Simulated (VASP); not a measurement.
# InSe2 (P4/nmm) in VASP: further runs

The runs below take InSe2 through single point, with RPBE, PBEsol+D3(BJ), PBEsol.

All numbers are computed with VASP 6.6.1; they aren't measurements. Logs are shortened: lines on timing, memory, paths and dates and some standing lists are left out, and cuts for length are marked.

## Step 1: The cell of the first run

It takes space group P4/nmm (No. 129, tetragonal). Conventional cell: a = 3.679 Å, b = 3.679 Å, c = 8.593 Å, α = 90.00°, β = 90.00°, γ = 90.00°. In (site symmetry 4mm) has 9 Se at 2.67 to 3.13 Å within 3.5 Å. Within 3.5 Å of Se (site symmetry 4mm) lie 5 In at 2.67 to 2.91 Å and 4 Se at 3.46 Å. Within 3.4 Å of Se (site symmetry -4m2) lie 4 Se at 2.60 Å and 4 In at 3.13 Å.

## Step 2: Single point, RPBE

The input, INCAR:

```
SYSTEM = InSe2
ALGO = Normal ; EDIFF = 1E-6
ENCUT = 500 ; GGA = RP
GGA_COMPAT = .False. ; ISIF = 2
ISMEAR = 0 ; LASPH = .True.
LCHARG = .True. ; LELF = .True.
LREAL = .False. ; LVHAR = .True.
LWAVE = .False. ; NBANDS = 34
NELM = 120 ; PREC = Accurate
SIGMA = 0.15
```

The input, KPOINTS:

```
k-points
0
Gamma
  12 12 6
  0 0 0
```

The input, POSCAR:

```
InSe2
1.0
    3.6794737414      0.0000000000      0.0000000000
    0.0000000000      3.6794737414      0.0000000000
    0.0000000000      0.0000000000      8.5932721433
In Se
2 4
Direct
    0.0000000000      0.5000000000      0.7051148767
    0.5000000000      0.0000000000      0.2948851233
    0.0000000000      0.5000000000      0.3669879178
    0.5000000000      0.0000000000      0.6330120822
    0.0000000000      0.0000000000      0.0000000000
    0.5000000000      0.5000000000      0.0000000000
```

Potentials or basis: VASP PAW PBE potentials, release 64 (In_d, Se).

Launch:

```
cat potpaw_PBE.64/In_d/POTCAR potpaw_PBE.64/Se/POTCAR > POTCAR
mpirun -np 1 vasp_std > vasp.out
```

OUTCAR:

```text
SYSTEM = InSe2
   EDIFF = 1E-6
   ENCUT = 500
   GGA = RP
   ISIF = 2
   ISMEAR = 0
   LASPH = .True.
   LREAL = .False.
   NELM = 120
   PREC = Accurate

 ion  position               nearest neighbor table
   1  0.000  0.500  0.705-   4 2.67   4 2.67   4 2.67   4 2.67   3 2.91   5 3.13   6 3.13   6 3.13
                             5 3.13
   2  0.500  0.000  0.295-   3 2.67   3 2.67   3 2.67   3 2.67   4 2.91   6 3.13   6 3.13   5 3.13
                             5 3.13
   3  0.000  0.500  0.367-   2 2.67   2 2.67   2 2.67   2 2.67   1 2.91
   4  0.500  0.000  0.633-   1 2.67   1 2.67   1 2.67   1 2.67   2 2.91
   5  0.000  0.000  0.000-   6 2.60   6 2.60   6 2.60   6 2.60   2 3.13   2 3.13   1 3.13   1 3.13

   6  0.500  0.500  0.000-   5 2.60   5 2.60   5 2.60   5 2.60   2 3.13   1 3.13   1 3.13   2 3.13

  LATTYP: Found a simple tetragonal cell.
 ALAT       =     3.6794737414
 C/A-ratio  =     2.3354622827

  Lattice vectors:

 A1 = (   3.6794737414,   0.0000000000,   0.0000000000)
 A2 = (   0.0000000000,   3.6794737414,   0.0000000000)
 A3 = (   0.0000000000,   0.0000000000,   8.5932721433)

Analysis of symmetry for initial positions (statically):
=====================================================================
 Subroutine PRICEL returns:
 Original cell was already a primitive cell.

 Routine SETGRP: Setting up the symmetry group for a
 simple tetragonal supercell.

 Subroutine GETGRP returns: Found 16 space group operations
 (whereof  8 operations were pure point group operations)
 out of a pool of 16 trial point group operations.

The static configuration has the point symmetry D_2d.
 The point group associated with its full space group is D_4h.

Analysis of symmetry for dynamics (positions and initial velocities):
=====================================================================
 Subroutine PRICEL returns:
 Original cell was already a primitive cell.

 Routine SETGRP: Setting up the symmetry group for a
 simple tetragonal supercell.

 Subroutine GETGRP returns: Found 16 space group operations
 (whereof  8 operations were pure point group operations)
 out of a pool of 16 trial point group operations.

The dynamic configuration has the point symmetry D_2d.
 The point group associated with its full space group is D_4h.

 Subroutine INISYM returns: Found 16 space group operations
 (whereof  8 operations are pure point group operations),
 and found     1 'primitive' translations

----------------------------------------------------------------------------------------

                                     Primitive cell

  volume of cell :     116.3402

  direct lattice vectors                    reciprocal lattice vectors
     3.679473741  0.000000000  0.000000000     0.271777996  0.000000000  0.000000000
     0.000000000  3.679473741  0.000000000     0.000000000  0.271777996  0.000000000
     0.000000000  0.000000000  8.593272143     0.000000000  0.000000000  0.116370107

  length of vectors
     3.679473741  3.679473741  8.593272143     0.271777996  0.271777996  0.116370107

  position of ions in fractional coordinates (direct lattice)
     0.000000000  0.500000000  0.705114877
     0.500000000  0.000000000  0.294885123
     0.000000000  0.500000000  0.366987918
     0.500000000  0.000000000  0.633012082
     0.000000000  0.000000000  0.000000000
     0.500000000  0.500000000  0.000000000

  ion indices of the primitive-cell ions
   primitive index   ion index
                 1           1
                 2           2
                 3           3
                 4           4
                 5           5
                 6           6

----------------------------------------------------------------------------------------

 KPOINTS: k-points

Automatic generation of k-mesh.
 Grid dimensions read from file:
 generate k-points for:   12   12    6

 Generating k-lattice:

  Cartesian coordinates                     Fractional coordinates (reciprocal lattice)
     0.022648166  0.000000000  0.000000000     0.083333333  0.000000000  0.000000000
     0.000000000  0.022648166  0.000000000     0.000000000  0.083333333  0.000000000
     0.000000000  0.000000000  0.019395018     0.000000000  0.000000000  0.166666667

  Length of vectors
     0.022648166  0.022648166  0.019395018

  Shift w.r.t. Gamma in fractional coordinates (k-lattice)
     0.000000000  0.000000000  0.000000000

 Subroutine IBZKPT returns following result:
 ===========================================

 Found    112 irreducible k-points:

 Following reciprocal coordinates:
            Coordinates               Weight
  0.000000  0.000000  0.000000      1.000000
  0.083333  0.000000  0.000000      4.000000
  0.166667  0.000000  0.000000      4.000000
  0.250000  0.000000  0.000000      4.000000
  0.333333  0.000000  0.000000      4.000000
  0.416667  0.000000  0.000000      4.000000
[... 16 lines left out ...]
  0.333333  0.333333  0.000000      4.000000
  0.416667  0.333333  0.000000      8.000000
 [... further k-points ...]
   k-points           NKPTS =    112   k-points in BZ     NKDIM =    112   number of bands    NBANDS=     34
   number of dos      NEDOS =    301   number of ions     NIONS =      6
   total plane-waves  NPLWV =  50176
   dimension x,y,z NGX =    28 NGY =   28 NGZ =   64
   dimension x,y,z NGXF=    56 NGYF=   56 NGZF=  128
   ions per type =               2   4
   NGX,Y,Z   is equivalent  to a cutoff of  12.65, 12.65, 12.38 a.u.
   NGXF,Y,Z  is equivalent  to a cutoff of  25.30, 25.30, 24.76 a.u.
 SYSTEM =  InSe2
   PREC   = accura    normal or accurate (medium, high low for compatibility)
   ISTART =      0    job   : 0-new  1-cont  2-samecut
   ICHARG =      2    charge: 1-file 2-atom 10-const
   ISPIN  =      1    spin polarized calculation?
   LNONCOLLINEAR =      F non collinear calculations
   LSORBIT =      F    spin-orbit coupling
   LASPH  =      T    aspherical Exc in radial PAW
   ENCUT  =  500.0 eV  36.75 Ry    6.06 a.u.   6.71  6.71 15.67*2*pi/ulx,y,z
   NELM   =    120;   NELMIN=  2; NELMDL= -5     # of ELM steps
   EDIFF  = 0.1E-05   stopping-criterion for ELM
   LREAL  =      F    real-space projection
   EDIFFG = 0.1E-04   stopping-criterion for IOM
   NSW    =      0    number of steps for IOM
   IBRION =     -1    ionic relax: 0-MD 1-quasi-New 2-CG
   NFREE  =      0    steps in history (QN), initial steepest desc. (CG)
   ISIF   =      2    stress and relaxation
   ISYM   =      2    0-nonsym 1-usesym 2-fastsym
   POTIM  = 0.5000    time-step for ionic-motion
   TEBEG  =    0.0;   TEEND  =   0.0 temperature during run
   PSTRESS=    0.0 pullay stress
   NELECT =      50.0000    total number of electrons
   NUPDOWN=      -1.0000    fix difference up-down
   EMIN   =  10.00;   EMAX   =-10.00  energy-range for DOS
   EFERMI =   0.00;   METHOD = LEGACY
   ISMEAR =     0;   SIGMA  =   0.15  broadening in eV -4-tet -1-fermi 0-gaus
   EFERMI_NEDOS =   21; number of points for ismear=-14 and -15
   IALGO  =     38    algorithm
   IMIX   =      4    mixing-type and parameters
     AMIX     =   0.40;   BMIX     =  1.00
     AMIX_MAG =   1.60;   BMIX_MAG =  1.00
  volume/ion in A,a.u.               =      19.39       130.85
  Fermi-wavevector in a.u.,A,eV,Ry     =   1.235440  2.334642 20.766721  1.526311
  Thomas-Fermi vector in A             =   2.370089
   LORBIT       =      0    0 simple, 1 ext, 2 COOP (PROOUT), +10 PAW based schemes
   GGA     = RP    functional components
   LHFCALC =     F    Hartree Fock is set to
   AEXX    =    0.0000 exact exchange contribution
   IVDW    =     0    specifies the selected vdW correction
   LEPSILON=     F    determine dielectric tensor
   LRPA    =     F    only Hartree local field effects (RPA)
 non-spin polarized calculation
 Gauss-broadening in eV      SIGMA  =   0.15
  energy-cutoff  :      500.00
  volume of cell :      116.34
 maximum number of plane-waves:      2981
 NGX is ok and might be reduce to    28
   NGX = 13   NGY = 13   NGZ = 31

 number of electron      50.0000008 magnetization

 Free energy of the ion-electron system (eV)
  ---------------------------------------------------
  ext. energy  EPLUGINS =         0.00000000
  ---------------------------------------------------
  free energy    TOTEN  =       -16.36465719 eV

  energy without entropy =      -16.35446371  energy(sigma->0) =      -16.35956045

 E-fermi :   7.9442     XC(G=0): -10.8913

 val. band max:        7.9426606292   @ k =   0.0000   0.0000   0.0000
 cond. band min:       7.9550953973   @ k =   0.3333   0.2500   0.3333
 fundamental gap:      0.0124347681
 Fermi energy:         7.9441730868

 k-point     1 :       0.0000    0.0000    0.0000
  band No.  band energies     occupation
      1      -8.7268      2.00000
      2      -7.3889      2.00000
      3      -7.3565      2.00000
      4      -6.9381      2.00000
      5      -6.9259      2.00000
      6      -6.8302      2.00000
[... 26 lines left out ...]
     33      14.2576      0.00000
     34      14.2578      0.00000

 k-point     2 :       0.0833    0.0000    0.0000
  band No.  band energies     occupation
      1      -8.6598      2.00000
      2      -7.3674      2.00000
      3      -7.3229      2.00000
      4      -6.9313      2.00000
      5      -6.9189      2.00000
      6      -6.8379      2.00000
[... 26 lines left out ...]
     33      14.1286      0.00000
     34      14.6368      0.00000

 k-point     3 :       0.1667    0.0000    0.0000
  band No.  band energies     occupation
      1      -8.4603      2.00000
      2      -7.3090      2.00000
      3      -7.2336      2.00000
      4      -6.9130      2.00000
      5      -6.9005      2.00000
      6      -6.8598      2.00000
[... 26 lines left out ...]
     33      13.7124      0.00000
     34      14.7250      0.00000
[... 704 lines left out ...]
 k-point    23 :       0.3333    0.3333    0.0000
  band No.  band energies     occupation
      1      -7.4254      2.00000
      2      -7.4137      2.00000
      3      -7.1008      2.00000
      4      -6.9278      2.00000
      5      -6.8887      2.00000
      6      -6.8707      2.00000
[... 26 lines left out ...]
     33      14.2008      0.00000
     34      16.2328      0.00000

 k-point    24 :       0.4167    0.3333    0.0000
  band No.  band energies     occupation
      1      -7.4779      2.00000
      2      -7.4712      2.00000
      3      -7.0143      2.00000
      4      -6.9490      2.00000
      5      -6.8770      2.00000
      6      -6.8653      2.00000
[... 26 lines left out ...]
     33      14.9151      0.00000
     34      16.0442      0.00000

 [... further k-points ...]

------------------------ aborting loop because EDIFF is reached ----------------------------------------

  FORCE on cell =-STRESS in cart. coord.  units (eV):
  Direction    XX          YY          ZZ          XY          YZ          ZX
  --------------------------------------------------------------------------------------
  -------------------------------------------------------------------------------------
  Total       16.9890841     16.9890841     13.2867504      0.0000000      0.0000000      0.0000000
  in kB      233.9648238    233.9648238    182.9782104      0.0000000      0.0000000      0.0000000
  external PRESSURE =     216.9692860 kB  Pullay stress =       0.0000000 kB

 VOLUME and BASIS-vectors are now :
 -----------------------------------------------------------------------------
  energy-cutoff  :      500.00
  volume of cell :      116.34
      direct lattice vectors                 reciprocal lattice vectors
     3.679473741  0.000000000  0.000000000     0.271777996  0.000000000  0.000000000
     0.000000000  3.679473741  0.000000000     0.000000000  0.271777996  0.000000000
     0.000000000  0.000000000  8.593272143     0.000000000  0.000000000  0.116370107

 POSITION                                       TOTAL-FORCE (eV/Angst)
 -----------------------------------------------------------------------------------
      0.00000      1.83974      6.05924        -0.000000      0.000000      0.302032
      1.83974      0.00000      2.53403         0.000000      0.000000     -0.302032
      0.00000      1.83974      3.15363         0.000000      0.000000      0.079168
      1.83974      0.00000      5.43965         0.000000     -0.000000     -0.079168
      0.00000      0.00000      0.00000         0.000000     -0.000000     -0.000000
      1.83974      1.83974      0.00000         0.000000      0.000000     -0.000000
 -----------------------------------------------------------------------------------
    total drift:                                0.000000      0.000000      0.000000

  FREE ENERGIE OF THE ION-ELECTRON SYSTEM (eV)
  ---------------------------------------------------
  free  energy   TOTEN  =       -16.3646571881 eV

  energy  without entropy=      -16.3544637114  energy(sigma->0) =      -16.35956045
```

Wall time 6.6 min (1 thread of Oxide Virtual Turin-like, shared host); peak memory 0.41 GiB.

What came out:

```
Free energy            : -16.3647 eV
Pressure               : 21.7 GPa
Largest force          : 0.302 eV/Å
Band gap on the k mesh : zero (bands 25 and 26 overlap by 2.98 eV)
```

Forces in eV/Å, atoms in the order of the input:
```
In   0.000  0.000  0.302
In   0.000  0.000 -0.302
Se   0.000  0.000  0.079
Se   0.000  0.000 -0.079
Se   0.000  0.000  0.000
Se   0.000  0.000  0.000
```

Stress tensor (GPa, compression positive):
```
23.40  0.00  0.00
 0.00 23.40  0.00
 0.00  0.00 18.30
```

Caveat: the stress differs along the axes, from 18 to 23 GPa; the PAW data sets were made with another functional, which shifts forces and pressure a little; spin-orbit coupling is left out, which moves the levels of the heavy elements.

## Step 3: Single point, PBEsol+D3(BJ)

This run uses another cell than the first one, of 20.13 Å³/atom.

The input, INCAR:

```
PREC = Accurate
ENCUT = 500
EDIFF = 1E-6
ISMEAR = 0
SIGMA = 0.15
LREAL = F
LASPH = T
NELM = 120
ALGO = Normal
ISIF = 2
LWAVE = F
LCHARG = F
GGA = PS
IVDW = 12
NBANDS = 34
GGA_COMPAT = F
```

The input, KPOINTS:

```
Automatic mesh
0
Gamma
  12 12 6
```

Changes to POSCAR since step 2:

```diff
@@ -2,5 +2,5 @@
 1.0
-    3.6794737414      0.0000000000      0.0000000000
-    0.0000000000      3.6794737414      0.0000000000
-    0.0000000000      0.0000000000      8.5932721433
+    3.5261623355      0.0000000000      0.0000000000
+    0.0000000000      3.5261623355      0.0000000000
+    0.0000000000      0.0000000000      9.7141337272
 In Se
```

Potentials or basis: VASP PAW PBE potentials, release 64 (In_d, Se).

Launch:

```
cat potpaw_PBE.64/In_d/POTCAR potpaw_PBE.64/Se/POTCAR > POTCAR
mpirun -np 1 vasp_std > vasp.out
```

It took 8.4 min on 1 thread of Oxide Virtual Turin-like, shared host; peak memory 0.44 GiB.

The run converged. Its results:

```yaml
Free_energy: -23.6450 eV
Pressure: 15.9 GPa
Largest_force: 1.101 eV/Å
Band_gap_on_the_k_mesh: zero (bands 25 and 26 overlap by 3.08 eV)
Dispersion_energy_per_atom: -0.407 eV
```

Forces on the atoms (eV/Å):
```
In   0.000  0.000  1.101
In   0.000  0.000 -1.101
Se   0.000  0.000  0.496
Se   0.000  0.000 -0.496
Se   0.000  0.000  0.000
Se   0.000  0.000  0.000
```

Stress tensor (GPa, compression positive):
```
24.72  0.00  0.00
 0.00 24.72  0.00
 0.00  0.00 -1.61
```

Levels at points of the mesh, in eV from the Fermi level:
```csv
k point,band 22,band 23,band 24,band 25,band 26,band 27,band 28,band 29
"(0.00, 0.00, 0.00)",-2.61,-2.61,-1.45,0.27,0.56,2.26,3.28,4.02
"(0.50, 0.00, 0.00)",-2.52,-1.27,-1.27,-1.23,-1.23,1.39,1.39,2.99
"(0.50, 0.50, 0.00)",-4.24,-2.39,-2.39,-1.88,-1.88,1.74,1.74,2.82
"(0.00, 0.00, 0.50)",-2.57,-2.57,-0.83,0.18,0.56,1.48,2.52,4.22
"(0.50, 0.00, 0.50)",-2.32,-1.30,-1.30,-1.24,-1.24,0.52,0.52,3.50
"(0.50, 0.50, 0.50)",-4.12,-2.56,-2.56,-2.22,-2.22,2.56,2.56,3.74
```

Caveat: the stress differs along the axes, from -2 to 25 GPa; the PAW data sets were made with another functional, which shifts forces and pressure a little; spin-orbit coupling is left out, which moves the levels of the heavy elements.

## Step 4: Single point, PBEsol

This run uses another cell than the first one, of 20.90 Å³/atom.

The input, INCAR:

```
SYSTEM = InSe2
PREC = Accurate ; ENCUT = 500
EDIFF = 1E-6 ; ISMEAR = 0
SIGMA = 0.15 ; LREAL = .False.
LASPH = .True. ; NELM = 120
ALGO = Normal ; ISIF = 2
LWAVE = .False. ; LCHARG = .False.
GGA = PS ; NBANDS = 34
GGA_COMPAT = .False.
```

The input, KPOINTS:

```
regular mesh
0
Gamma
  12 12 6
  0 0 0
```

Changes to POSCAR since step 3:

```diff
@@ -4,3 +4,3 @@
     0.0000000000      3.5261623355      0.0000000000
-    0.0000000000      0.0000000000      9.7141337272
+    0.0000000000      0.0000000000     10.0877542551
 In Se
```

Launch:

```
cat potpaw_PBE.64/In_d/POTCAR potpaw_PBE.64/Se/POTCAR > POTCAR
mpirun -np 1 vasp_std > vasp.out
```

Wall time 7.4 min (1 thread of Oxide Virtual Turin-like, shared host); peak memory 0.46 GiB.

Results (log left out):

- Free energy: -21.2098 eV
- Pressure: 17.0 GPa
- Largest force: 1.105 eV/Å
- Band gap on the k mesh: zero (bands 25 and 26 overlap by 2.94 eV)

Forces in eV/Å, atoms in the order of the input:
```
In   0.000  0.000  1.105
In   0.000  0.000 -1.105
Se   0.000  0.000  0.527
Se   0.000  0.000 -0.527
Se   0.000  0.000  0.000
Se   0.000  0.000  0.000
```

Stress tensor (GPa, compression positive):
```
25.89  0.00  0.00
 0.00 25.89  0.00
 0.00  0.00 -0.81
```

Levels at points of the mesh, in eV from the Fermi level:
```tsv
k point	band 21	band 22	band 23	band 24	band 25	band 26	band 27	band 28	band 29	band 30
(0.00, 0.00, 0.00)	-3.17	-2.64	-2.64	-1.51	0.16	0.68	2.29	2.77	3.64	4.20
(0.50, 0.00, 0.00)	-2.47	-2.47	-1.24	-1.24	-1.22	-1.22	1.03	1.03	2.93	2.93
(0.50, 0.50, 0.00)	-4.13	-4.13	-2.37	-2.37	-1.99	-1.99	1.75	1.75	2.75	2.75
(0.00, 0.00, 0.50)	-3.20	-2.61	-2.61	-0.99	0.11	0.68	1.33	2.59	4.29	4.36
(0.50, 0.00, 0.50)	-2.47	-2.47	-1.25	-1.25	-1.24	-1.24	0.30	0.30	3.35	3.35
(0.50, 0.50, 0.50)	-4.05	-4.05	-2.48	-2.48	-2.21	-2.21	2.37	2.37	3.52	3.52
```

Caveat: the stress differs along the axes, from -1 to 26 GPa; the PAW data sets were made with another functional, which shifts forces and pressure a little; spin-orbit coupling is left out, which moves the levels of the heavy elements.

## Step 5: Summary

| level | cell | gap on the mesh (eV) | pressure (GPa) | largest force (eV/Å) |
| --- | --- | --- | --- | --- |
| RPBE | a = 3.679, b = 3.679, c = 8.593 Å, 6 atoms | none | 21.7 | 0.30 |
| PBEsol+D3(BJ) | a = 3.526, b = 3.526, c = 9.714 Å, 6 atoms | none | 15.9 | 1.10 |
| PBEsol | a = 3.526, b = 3.526, c = 10.088 Å, 6 atoms | none | 17.0 | 1.11 |

Alike in all rows: task single point; potentials or basis VASP PAW PBE potentials, release 64 (In_d, Se); no spin polarisation; k mesh 12 × 12 × 6; cutoff (eV) 500; smearing gaussian 0.15 eV.

Caveats: the PAW data sets were made with another functional, which shifts forces and pressure a little; spin-orbit coupling is left out, which moves the levels of the heavy elements; the stress differs along the axes, from 18 to 23 GPa (at least some runs); the stress differs along the axes, from -2 to 25 GPa (at least some runs); the stress differs along the axes, from -1 to 26 GPa (at least some runs).

Total energies depend on the potentials used, so only differences within one code and one set of settings carry meaning.

The gap in the log of VASP goes by the Fermi energy; the results here count the filled bands.